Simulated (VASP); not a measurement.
# SnO2 in VASP: notebook, part 2 of 2

VASP 6.6.1. Earlier steps stand in the parts before.

## (5) Single point, PBE+D3(BJ) (atoms displaced along a vibrational mode)

Input file INCAR:

```
  PREC = Accurate
  ENCUT = 520
  EDIFF = 1E-6
  ISMEAR = 0
  SIGMA = 0.05
  LREAL = False
  LASPH = True
  NELM = 60
  ALGO = Normal
  ISIF = 2
  LWAVE = False
  LCHARG = False
  GGA = PE
  IVDW = 12
  NBANDS = 35
```

Input file KPOINTS:

```
regular mesh
0
Gamma
  8 6 6
```

Input file POSCAR:

```
SnO2
1.0
    1.6186264610     -2.8035432689      0.0000000000
    1.6186264610      0.9345144230      4.2918257460
   -4.8558793830     -2.8035432689      0.0000000000
Sn O
2 4
Direct
    0.5084021856      0.3975445496     -0.0313574457
   -0.0084021856      0.6024554504      0.5313574457
    0.4960150187      0.7689116785      0.7962000588
    1.0039849813      0.6926884373      0.1909999798
    0.4960150187      0.3073115627      0.3090000202
    1.0039849813      0.2310883215      0.7037999412
```

Potentials or basis: VASP PAW PBE potentials, release 64 (Sn_d, O).

Run with:

```console
cat potpaw_PBE.64/Sn_d/POTCAR potpaw_PBE.64/O/POTCAR > POTCAR
mpirun -np 1 vasp_std > vasp.out
```

OUTCAR:

```text
PREC = Accurate
   ENCUT = 520
   EDIFF = 1E-6
   ISMEAR = 0
   LREAL = False
   LASPH = True
   NELM = 60
   ISIF = 2
   GGA = PE
   IVDW = 12
 IVDW          = 12

 ion  position               nearest neighbor table
   1  0.508  0.398  0.969-   6 2.11   5 2.11   6 2.13   4 2.16   4 2.18   3 2.30   3 2.71   2 3.30
                             2 3.36   2 3.36   2 3.41
   2  0.992  0.602  0.531-   3 2.11   4 2.11   3 2.13   5 2.16   5 2.18   6 2.30   6 2.71   1 3.30
                             1 3.36   1 3.36   1 3.41
   3  0.496  0.769  0.796-   2 2.11   2 2.13   1 2.30   1 2.71
   4  0.004  0.693  0.191-   2 2.11   1 2.16   1 2.18
   5  0.496  0.307  0.309-   1 2.11   2 2.16   2 2.18
   6  0.004  0.231  0.704-   1 2.11   1 2.13   2 2.30   2 2.71

  LATTYP: Found a simple monoclinic cell.
 ALAT       =     4.6811363002
 B/A-ratio  =     0.6915528014
 C/A-ratio  =     1.1978045881
 COS(beta)  =    -0.3992681960

  Lattice vectors:

 A1 = (   1.6186264610,   0.9345144230,   4.2918257460)
 A2 = (  -1.6186264610,   2.8035432689,   0.0000000000)
 A3 = (  -4.8558793830,  -2.8035432689,   0.0000000000)

Analysis of symmetry for initial positions (statically):
=====================================================================
 Subroutine PRICEL returns:
 Original cell was already a primitive cell.

 Routine SETGRP: Setting up the symmetry group for a
 simple monoclinic supercell.

 Subroutine GETGRP returns: Found  2 space group operations
 (whereof  1 operations were pure point group operations)
 out of a pool of  4 trial point group operations.

The static configuration has the point symmetry C_1 .
 The point group associated with its full space group is S_2 .

Analysis of symmetry for dynamics (positions and initial velocities):
=====================================================================
 Subroutine PRICEL returns:
 Original cell was already a primitive cell.

 Routine SETGRP: Setting up the symmetry group for a
 simple monoclinic supercell.

[... 135 lines left out ...]
  Fermi-wavevector in a.u.,A,eV,Ry     =   1.430729  2.703685 27.850916  2.046985
  Thomas-Fermi vector in A             =   2.550542
   LORBIT       =      0    0 simple, 1 ext, 2 COOP (PROOUT), +10 PAW based schemes
   GGA     = PE    functional components
   LHFCALC =     F    Hartree Fock is set to
   AEXX    =    0.0000 exact exchange contribution
   IVDW    =    12    specifies the selected vdW correction
   LEPSILON=     F    determine dielectric tensor
   LRPA    =     F    only Hartree local field effects (RPA)
 non-spin polarized calculation
 Gauss-broadening in eV      SIGMA  =   0.05
  energy-cutoff  :      520.00
  volume of cell :       77.90
 maximum number of plane-waves:      2118
   NGX = 13   NGY = 17   NGZ = 21

 number of electron      51.9999982 magnetization

 Free energy of the ion-electron system (eV)
  ---------------------------------------------------
  ext. energy  EPLUGINS =         0.00000000
  ---------------------------------------------------
  free energy    TOTEN  =       -35.85158472 eV

  energy without entropy =      -35.85158472  energy(sigma->0) =      -35.85158472

 E-fermi :   5.4869     XC(G=0): -10.8230

 val. band max:        5.2647596401   @ k =  -0.0000   0.0000   0.5000
 cond. band min:       5.8009542891   @ k =   0.0000   0.0000   0.0000
 fundamental gap:      0.5361946490
 Fermi energy:         5.4868670649

 k-point     1 :       0.0000    0.0000    0.0000
  band No.  band energies     occupation
      1     -15.7239      2.00000
      2     -15.3544      2.00000
      3     -15.2300      2.00000
      4     -15.2073      2.00000
      5     -15.1593      2.00000
      6     -15.1251      2.00000
[... 901 lines left out ...]
     34      16.1998      0.00000
     35      17.6998      0.00000

 [... further k-points ...]

------------------------ aborting loop because EDIFF is reached ----------------------------------------

 Edisp (eV)   -1.20622

 E8    (eV) :    -0.4792

  FORCE on cell =-STRESS in cart. coord.  units (eV):
  Direction    XX          YY          ZZ          XY          YZ          ZX
  --------------------------------------------------------------------------------------
  -------------------------------------------------------------------------------------
  Total      -2.46471    -1.96175    -4.91247    -0.51296     0.01778    -0.02771
  in kB     -50.68978   -40.34587  -101.03099   -10.54958     0.36559    -0.56996
  external pressure =      -64.02 kB  Pullay stress =        0.00 kB

 VOLUME and BASIS-vectors are now :
 -----------------------------------------------------------------------------
  energy-cutoff  :      520.00
  volume of cell :       77.90
      direct lattice vectors                 reciprocal lattice vectors
     1.618626461 -2.803543269  0.000000000     0.154451942 -0.267518611  0.000000000
     1.618626461  0.934514423  4.291825746     0.000000000  0.000000000  0.233001072
    -4.855879383 -2.803543269  0.000000000    -0.154451942 -0.089172870  0.077667024

 POSITION                                       TOTAL-FORCE (eV/Angst)
 -----------------------------------------------------------------------------------
     -3.23722     -3.76945      1.70619        -0.711716     -0.103211      0.957370
     -0.00003     -3.70667      2.58563         0.711716      0.103211     -0.957370
     -1.81881     -2.90422      3.30003         0.491932      0.276751      0.010799
      0.20018      0.10068      2.97290        -0.192896     -0.044770     -0.455296
     -0.20018     -1.96971      1.31893         0.192896      0.044770      0.455296
     -3.03707     -1.76835      0.99179        -0.491932     -0.276751     -0.010799
 -----------------------------------------------------------------------------------
    total drift:                               -0.000000      0.000000      0.000000

  FREE ENERGIE OF THE ION-ELECTRON SYSTEM (eV)
  ---------------------------------------------------
  free  energy   TOTEN  =       -37.0578072279 eV

  energy  without entropy=      -37.0578072279  energy(sigma->0) =      -37.05780723
```

stdout:

```text
POSCAR found type information on POSCAR SnO
 POSCAR found :  2 types and       6 ions
 scaLAPACK will be used
 LDA part: xc-table for (Slater+PW92), standard interpolation
 POSCAR, INCAR and KPOINTS ok, starting setup
 FFT: planning ... GRIDC
 FFT: planning ... GRID_SOFT
 FFT: planning ... GRID
 WAVECAR not read
 entering main loop
```

Wall time 2.2 min (1 thread of Intel Xeon 6975P-C (Granite Rapids), shared host); peak memory 0.42 GiB.

Results:

```
Free energy                : -37.0578 eV
Pressure                   : -6.4 GPa
Largest force              : 1.197 eV/Å
Band gap on the k mesh     : 0.54 eV (least direct gap 0.69 eV)
Dispersion energy per atom : -0.201 eV
```

Forces in eV/Å, atoms in the order of the input:
```
Sn  -0.712 -0.103  0.957
Sn   0.712  0.103 -0.957
O    0.492  0.277  0.011
O   -0.193 -0.045 -0.455
O    0.193  0.045  0.455
O   -0.492 -0.277 -0.011
```

Caveat: the cell differs from its parent crystal (atoms displaced along a vibrational mode); the cell stands under tension; spin-orbit coupling is left out, which moves the levels of the heavy elements; forces of over 1 eV/Å act on the atoms, so gaps and moduli don't describe the material at rest.

## (6) The runs side by side

```csv
cell,gap on the mesh (eV),pressure (GPa),largest force (eV/Å)
"as given, atomic positions A",0.54,-6.4,1.17
"as given, atomic positions B",1.08,-2.3,0.58
"as given, atomic positions C",1.49,0.4,0.36
"as given, atomic positions D",0.54,-6.4,1.20
```

Alike in all rows: task single point; level PBE+D3(BJ); potentials or basis VASP PAW PBE potentials, release 64 (Sn_d, O); no spin polarisation; k mesh 8 × 6 × 6; cutoff (eV) 520; smearing gaussian 0.05 eV.

Caveats: spin-orbit coupling is left out, which moves the levels of the heavy elements; the cell stands under tension (at least some runs); forces of over 1 eV/Å act on the atoms, so gaps and moduli don't describe the material at rest (at least some runs).

Total energies depend on the potentials used, so only differences within one code and one set of settings carry meaning.
